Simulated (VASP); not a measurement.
Here is a VASP 6.6.1 calculation.

File INCAR:

```
SYSTEM = B
PREC = Accurate
ENCUT = 600
EDIFF = 1E-6
ISMEAR = -1
SIGMA = 0.1
LREAL = .FALSE.
LASPH = .TRUE.
NELM = 60
ALGO = Normal
ISIF = 3
LWAVE = .FALSE.
LCHARG = .FALSE.
GGA = PE
IBRION = 2
NSW = 60
EDIFFG = -0.005
PSTRESS = 3300.0
```

The input KPOINTS:

```
regular mesh
0
G
  26 26 26
  0 0 0
```

POSCAR

```
B
1.0
    0.0000000000      1.2142157889      1.2142157889
    1.2142157889      0.0000000000      1.2142157889
    1.2142157889      1.2142157889      0.0000000000
B
1
Direct
    0.0000000000      0.0000000000      0.0000000000
```

Potentials or basis: VASP PAW PBE potentials, release 64 (B).

The run is started by

```bash
$ cat potpaw_PBE.64/B/POTCAR > POTCAR
$ mpirun -np 1 vasp_std > vasp.out
```

**Question.** Estimate the band gap on the k mesh.

**Answer.** Zero (an odd number of electrons rules out a gap without spin polarisation).

Final structure:
```yaml
crystal:
  lattice:
    - [0.00000, 1.21422, 1.21422]
    - [1.21422, 0.00000, 1.21422]
    - [1.21422, 1.21422, 0.00000]
  atoms:
    - { symbol: B, position: [0.00000, 0.00000, 0.00000] }
```

Caveat: the relaxation stopped at its first step, so nothing moved.
